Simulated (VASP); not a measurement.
# B17HN18 (a cell with a defect) in VASP: a series of runs

Aim: see how the results for B17HN18 (a cell with a defect) move with the level of theory and the settings. Levels: PBE, r2SCAN. Tasks: single point.

Program: VASP 6.6.1. These are calculated values, not measurements. Logs are shortened: lines on timing, memory, paths and dates and some standing lists are left out, and cuts for length are marked.

## (1) The cell of the first run

The cell holds a defect, 36 atoms: a = 7.465 Å, b = 7.465 Å, c = 6.495 Å, α = 90.00°, β = 90.00°, γ = 120.00°.

## (2) Single point, PBE, collinear spin

The input, INCAR:

```
ALGO     = Normal         # electronic algorithm
EDIFF    = 1E-6           # SCF threshold, eV
ENCUT    = 520            # plane-wave cutoff, eV
GGA      = PE             # functional
GGA_COMPAT= F            
ISIF     = 2              # what is computed and relaxed
ISMEAR   = 0              # smearing method
ISPIN    = 2              # spin polarisation
ISYM     = -1           
LASPH    = T              # aspherical terms in the spheres
LCHARG   = F              # write CHGCAR
LORBIT   = 11             # projections on sites
LREAL    = Auto         
LWAVE    = F              # write WAVECAR
MAGMOM   = 0 0 0 0.01 0 0 0 0 0 0 0 0 0 0 0.01 0 0 0.01 0 0.04 0 0.01 0 0 0 0.29 0 0.02 0 0 0 0.21 0 0.01 0 0 # initial moments
NBANDS   = 99             # bands
NELECT   = 143.0        
NELM     = 200            # most SCF steps
NUPDOWN  = 1.0            # fixed moment
PREC     = Accurate       # precision mode
SIGMA    = 0.01           # smearing width, eV
```

The input, KPOINTS:

```
explicit points
1
Reciprocal
  0.25000000   0.25000000   0.25000000 1
```

The input, POSCAR:

```
B17HN18
1.0
    7.4650312844      0.0000000000      0.0000000000
   -3.7325156422      6.4649067324      0.0000000000
    0.0000000000      0.0000000000      6.4954828762
B N H
17 18 1
Direct
    0.1125707792      0.2225530942      0.2493853554
    0.2231500644      0.1104909666      0.7518133880
    0.1123262839      0.5555856021      0.2490618787
    0.2275472582      0.4466345297      0.7489549864
    0.1122377129      0.8890222736      0.2493083759
    0.2229616138      0.7780147278      0.7495703104
    0.4459839800      0.2228760725      0.2492269375
    0.5554485573      0.1103213554      0.7520952974
    0.4460243069      0.5555384404      0.2491786084
    0.4458781773      0.8890494760      0.2494872822
    0.5587966268      0.7793286224      0.7487884780
    0.7790753807      0.2225551832      0.2493787016
    0.8911991034      0.1149629355      0.7496861276
    0.7785911062      0.5555370093      0.2493824598
    0.8860540142      0.4476245764      0.7483407278
    0.7789725985      0.8888687441      0.2491374847
    0.8883691887      0.7778197028      0.7478414401
    0.1134551754      0.2234517588      0.7499070622
    0.2230794097      0.1116402424      0.2498841808
    0.1125791864      0.5561842608      0.7491209153
    0.2230978605      0.4449584544      0.2490154259
    0.1122085989      0.8888023856      0.7496520357
    0.2231591392      0.7783410318      0.2492459882
    0.4394908522      0.2107632469      0.7558378330
    0.5565049216      0.1116573663      0.2497522335
    0.4443569670      0.5650414041      0.7479955663
    0.5563834060      0.4448732579      0.2490285760
    0.4456442117      0.8886974898      0.7500182077
    0.5565467551      0.7784155493      0.2492745652
    0.7787322760      0.2238385151      0.7503187044
    0.8898386942      0.1117068455      0.2493292273
    0.7863821459      0.5639336508      0.7450842477
    0.8898225352      0.4449806583      0.2491750851
    0.7816458584      0.8939932591      0.7489811622
    0.8898236723      0.7784219839      0.2487578680
    0.5241109256      0.3710752566      0.7544736789
```

Potentials or basis: VASP PAW PBE potentials, release 64 (B, N, H).

Launch:

```
$ cat potpaw_PBE.64/B/POTCAR potpaw_PBE.64/N/POTCAR potpaw_PBE.64/H/POTCAR > POTCAR
$ mpirun -np 1 vasp_std > vasp.out
```

OUTCAR:

```text
EDIFF = 1E-6
   ENCUT = 520
   GGA = PE
   ISIF = 2
   ISMEAR = 0
   ISPIN = 2
   ISYM = -1
   LASPH = T
   LORBIT = 11
   LREAL = Auto
   NELECT = 143.0
   NELM = 200
   NUPDOWN = 1.0
   PREC = Accurate

 ion  position               nearest neighbor table
   1  0.113  0.223  0.249-  19 1.43  21 1.44  31 1.44
   2  0.223  0.110  0.752-  24 1.40  22 1.43  18 1.44
   3  0.112  0.556  0.249-  21 1.43  33 1.44  23 1.44
   4  0.228  0.447  0.749-  26 1.40  18 1.44  20 1.45
   5  0.112  0.889  0.249-  23 1.43  35 1.44  19 1.44
   6  0.223  0.778  0.750-  22 1.43  20 1.43  28 1.44
[... 17 lines left out ...]
  24  0.439  0.211  0.756-  36 1.04   2 1.40   8 1.40
  25  0.557  0.112  0.250-   7 1.43  12 1.44  10 1.44
  26  0.444  0.565  0.748-  11 1.39   4 1.40
  27  0.556  0.445  0.249-   9 1.43   7 1.44  14 1.44
  28  0.446  0.889  0.750-   8 1.43  11 1.44   6 1.44
  29  0.557  0.778  0.249-  10 1.43  16 1.44   9 1.44
  30  0.779  0.224  0.750-  13 1.43   8 1.44  15 1.45
  31  0.890  0.112  0.249-  12 1.43   1 1.44  16 1.44
  32  0.786  0.564  0.745-  17 1.38  15 1.40
  33  0.890  0.445  0.249-  14 1.43  12 1.44   3 1.44
  34  0.782  0.894  0.749-  13 1.43  11 1.44  17 1.44
  35  0.890  0.778  0.249-  16 1.43   5 1.44  14 1.44
  36  0.524  0.371  0.754-  24 1.04

IMPORTANT INFORMATION: All symmetrisations will be switched off!
NOSYMM: (Re-)initialisation of all symmetry stuff for point group C_1.

----------------------------------------------------------------------------------------

                                     Primitive cell

  volume of cell :     313.4768

  direct lattice vectors                    reciprocal lattice vectors
     7.465031284  0.000000000  0.000000000     0.133957911  0.077340636  0.000000000
    -3.732515642  6.464906732  0.000000000     0.000000000  0.154681273  0.000000000
     0.000000000  0.000000000  6.495482876     0.000000000  0.000000000  0.153953142

  length of vectors
     7.465031284  7.465031284  6.495482876     0.154681273  0.154681273  0.153953142

  position of ions in fractional coordinates (direct lattice)
     0.112570779  0.222553094  0.249385355
     0.223150064  0.110490967  0.751813388
     0.112326284  0.555585602  0.249061879
     0.227547258  0.446634530  0.748954986
     0.112237713  0.889022274  0.249308376
     0.222961614  0.778014728  0.749570310
[... 28 lines left out ...]
     0.889823672  0.778421984  0.248757868
     0.524110926  0.371075257  0.754473679

  ion indices of the primitive-cell ions
   primitive index   ion index
                 1           1
                 2           2
                 3           3
                 4           4
                 5           5
                 6           6
[... 28 lines left out ...]
                35          35
                36          36

----------------------------------------------------------------------------------------

 KPOINTS: explicit points

Read explicit list of k-points.

 Found      1 k-points:

 Following reciprocal coordinates:
            Coordinates               Weight
  0.250000  0.250000  0.250000      1.000000
   k-points           NKPTS =      1   k-points in BZ     NKDIM =      1   number of bands    NBANDS=     99
   number of dos      NEDOS =    301   number of ions     NIONS =     36
   total plane-waves  NPLWV = 150528
   dimension x,y,z NGX =    56 NGY =   56 NGZ =   48
   dimension x,y,z NGXF=   112 NGYF=  112 NGZF=   96
   ions per type =              17  18   1
   NGX,Y,Z   is equivalent  to a cutoff of  12.47, 12.47, 12.29 a.u.
   NGXF,Y,Z  is equivalent  to a cutoff of  24.94, 24.94, 24.57 a.u.
 SYSTEM =  unknown system
   PREC   = accura    normal or accurate (medium, high low for compatibility)
   ISTART =      0    job   : 0-new  1-cont  2-samecut
   ICHARG =      2    charge: 1-file 2-atom 10-const
   ISPIN  =      2    spin polarized calculation?
   LNONCOLLINEAR =      F non collinear calculations
   LSORBIT =      F    spin-orbit coupling
   LASPH  =      T    aspherical Exc in radial PAW
   ENCUT  =  520.0 eV  38.22 Ry    6.18 a.u.  13.88 13.88 12.08*2*pi/ulx,y,z
   NELM   =    200;   NELMIN=  2; NELMDL= -5     # of ELM steps
   EDIFF  = 0.1E-05   stopping-criterion for ELM
   LREAL  =      T    real-space projection
   EDIFFG = 0.1E-04   stopping-criterion for IOM
   NSW    =      0    number of steps for IOM
   IBRION =     -1    ionic relax: 0-MD 1-quasi-New 2-CG
   NFREE  =      0    steps in history (QN), initial steepest desc. (CG)
   ISIF   =      2    stress and relaxation
   ISYM   =     -1    0-nonsym 1-usesym 2-fastsym
   POTIM  = 0.5000    time-step for ionic-motion
   TEBEG  =    0.0;   TEEND  =   0.0 temperature during run
   PSTRESS=    0.0 pullay stress
   NELECT =     143.0000    total number of electrons
   NUPDOWN=       1.0000    fix difference up-down
   EMIN   =  10.00;   EMAX   =-10.00  energy-range for DOS
   EFERMI =   0.00;   METHOD = LEGACY
   ISMEAR =     0;   SIGMA  =   0.01  broadening in eV -4-tet -1-fermi 0-gaus
   EFERMI_NEDOS =   21; number of points for ismear=-14 and -15
   IALGO  =     38    algorithm
   IMIX   =      4    mixing-type and parameters
     AMIX     =   0.40;   BMIX     =  1.00
     AMIX_MAG =   1.60;   BMIX_MAG =  1.00
  volume/ion in A,a.u.               =       8.71        58.76
  Fermi-wavevector in a.u.,A,eV,Ry     =   1.260236  2.381500 21.608687  1.588194
  Thomas-Fermi vector in A             =   2.393755
   LORBIT       =     11    0 simple, 1 ext, 2 COOP (PROOUT), +10 PAW based schemes
   GGA     = PE    functional components
   LHFCALC =     F    Hartree Fock is set to
   AEXX    =    0.0000 exact exchange contribution
   IVDW    =     0    specifies the selected vdW correction
   LEPSILON=     F    determine dielectric tensor
   LRPA    =     F    only Hartree local field effects (RPA)
 spin polarized calculation
 Gauss-broadening in eV      SIGMA  =   0.01
  energy-cutoff  :      520.00
  volume of cell :      313.48
 maximum number of plane-waves:      8452
 NGX is ok and might be reduce to    56
   NGX = 27   NGY = 27   NGZ = 25

 number of electron     142.9999999 magnetization       0.9999967

 Free energy of the ion-electron system (eV)
  ---------------------------------------------------
  ext. energy  EPLUGINS =         0.00000000
  ---------------------------------------------------
  free energy    TOTEN  =      -303.17211034 eV

  energy without entropy =     -303.17211034  energy(sigma->0) =     -303.17211034

 E-fermi :   2.7072     XC(G=0): -10.2179

 val. band max:        2.8990018518   @ k =   0.2500   0.2500   0.2500
 cond. band min:       4.0529380493   @ k =   0.2500   0.2500   0.2500
 fundamental gap:      1.1539361975
 Fermi energy:         2.9471128110

 spin component 1

 k-point     1 :       0.2500    0.2500    0.2500
  band No.  band energies     occupation
      1     -15.4838      1.00000
      2     -14.9813      1.00000
      3     -14.9436      1.00000
      4     -14.6437      1.00000
      5     -14.2171      1.00000
      6     -13.7938      1.00000
[... 75 lines left out ...]
     82       9.0947      0.00000
     83       9.2464      0.00000
 Fermi energy:         2.7072155281

 spin component 2

 k-point     1 :       0.2500    0.2500    0.2500
  band No.  band energies     occupation
      1     -15.4832      1.00000
      2     -14.9804      1.00000
      3     -14.9434      1.00000
      4     -14.6008      1.00000
      5     -14.1586      1.00000
      6     -13.6997      1.00000
[... 75 lines left out ...]
     82       9.1039      0.00000
     83       9.2535      0.00000
 [bands above 83 left out]

------------------------ aborting loop because EDIFF is reached ----------------------------------------

  FORCE on cell =-STRESS in cart. coord.  units (eV):
  Direction    XX          YY          ZZ          XY          YZ          ZX
  --------------------------------------------------------------------------------------
  -------------------------------------------------------------------------------------
  Total       28.8362253     38.2179955     14.2215205      0.5524136     -0.1134344     -0.0610043
  in kB      147.3817316    195.3318887     72.6860845      2.8233819     -0.5797626     -0.3117927
  external PRESSURE =     138.4665683 kB  Pullay stress =       0.0000000 kB

 VOLUME and BASIS-vectors are now :
 -----------------------------------------------------------------------------
  energy-cutoff  :      520.00
  volume of cell :      313.48
      direct lattice vectors                 reciprocal lattice vectors
     7.465031284  0.000000000  0.000000000     0.133957911  0.077340636  0.000000000
    -3.732515642  6.464906732  0.000000000     0.000000000  0.154681273  0.000000000
     0.000000000  0.000000000  6.495482876     0.000000000  0.000000000  0.153953142

 POSITION                                       TOTAL-FORCE (eV/Angst)
 -----------------------------------------------------------------------------------
      0.00966      1.43878      1.61988         0.000480     -0.004295      0.002008
      1.25341      0.71431      4.88339        -0.005186      0.016413     -0.000771
     -1.23521      3.59181      1.61778        -0.000380     -0.001182      0.000568
      0.03158      2.88745      4.86482         0.009241     -0.038102      0.003461
     -2.48043      5.74745      1.61938         0.000601      0.004555      0.001351
     -1.23954      5.02979      4.86882        -0.006712      0.002088      0.001081
[... 28 lines left out ...]
      3.73709      5.03243      1.61580        -0.002062     -0.004126      0.003283
      2.52746      2.39897      4.90067        -0.005896     -0.000559     -0.000053
 -----------------------------------------------------------------------------------
    total drift:                                0.001794     -0.001409     -0.001055

  FREE ENERGIE OF THE ION-ELECTRON SYSTEM (eV)
  ---------------------------------------------------
  free  energy   TOTEN  =      -303.1721103384 eV

  energy  without entropy=     -303.1721103384  energy(sigma->0) =     -303.17211034

 total charge

# of ion       s       p       d       tot
------------------------------------------
    1        0.758   1.456   0.000   2.215
    2        0.769   1.501   0.000   2.270
    3        0.758   1.454   0.000   2.212
    4        0.762   1.467   0.000   2.229
    5        0.758   1.455   0.000   2.213
    6        0.761   1.470   0.000   2.231
[... 28 lines left out ...]
   35        1.232   2.818   0.000   4.050
   36        0.595   0.103   0.000   0.698
--------------------------------------------------
tot         35.785  75.412   0.000 111.197

 magnetization (x)

# of ion       s       p       d       tot
------------------------------------------
    1       -0.000  -0.000   0.000  -0.000
    2        0.001   0.002   0.000   0.003
    3        0.000  -0.000   0.000   0.000
    4        0.003   0.012   0.000   0.014
    5        0.000  -0.000   0.000  -0.000
    6       -0.001  -0.002   0.000  -0.003
[... 28 lines left out ...]
   35       -0.000  -0.000   0.000  -0.000
   36       -0.000   0.002   0.000   0.002
--------------------------------------------------
tot          0.066   0.730   0.000   0.796
```

Wall time 4.4 min (1 thread of Intel Xeon Platinum 8259CL at 2.50GHz (Skylake/Cascade Lake), shared host); peak memory 0.5 GiB.

Results:

* Free energy: -303.1721 eV
* Largest force: 0.040 eV/Å
* Net moment: 1.00 μB per cell
* Site moments: B -0.00, +0.00, +0.01, +0.02, -0.01 (each value once); N +0.01, -0.00, +0.05, +0.02, +0.37, +0.03, +0.00, +0.27 (each value once); H +0.00 μB
* Valence electrons inside the program's atomic spheres: B 2.21, 2.27, 2.23, 2.24, 2.22 (each value once); N 4.04, 4.05, 4.02, 4.08, 3.90, 3.92 (each value once); H 0.70

Forces in eV/Å, atoms in the order of the input:
```
B    0.000 -0.004  0.002
B   -0.005  0.016 -0.001
B    0.000 -0.001  0.001
B    0.009 -0.038  0.003
B    0.001  0.005  0.001
B   -0.007  0.002  0.001
B   -0.001  0.001  0.002
B    0.001  0.011  0.000
B    0.002  0.000  0.000
B   -0.001  0.003  0.001
B    0.039  0.007  0.001
B    0.002  0.000  0.002
B   -0.018  0.000  0.001
B    0.002 -0.003 -0.002
B    0.001 -0.008 -0.001
B    0.006  0.004  0.001
B   -0.016 -0.008 -0.006
N    0.008  0.002 -0.001
N    0.000 -0.001 -0.001
N    0.005  0.002 -0.005
N   -0.002  0.003  0.002
N    0.007  0.002  0.000
N   -0.001 -0.003  0.003
N    0.002  0.029 -0.009
N    0.002 -0.002 -0.001
N   -0.001  0.010 -0.004
N   -0.001  0.003  0.004
N    0.003 -0.005 -0.004
N   -0.001 -0.003  0.003
N    0.004 -0.007 -0.005
N   -0.002  0.001  0.001
N   -0.023 -0.002  0.013
N   -0.003  0.001  0.001
N   -0.003 -0.009 -0.004
N   -0.002 -0.004  0.003
H   -0.006 -0.001  0.000
```

Caveat: the cell carries a net charge on a neutralising background, which shifts energy and pressure; the cell is charged against a uniform background, so pressure and absolute levels hang on convention; the total moment is fixed, so each spin has its own Fermi level and the state may be an excited one.

(Part 1 of 2 ends here.)
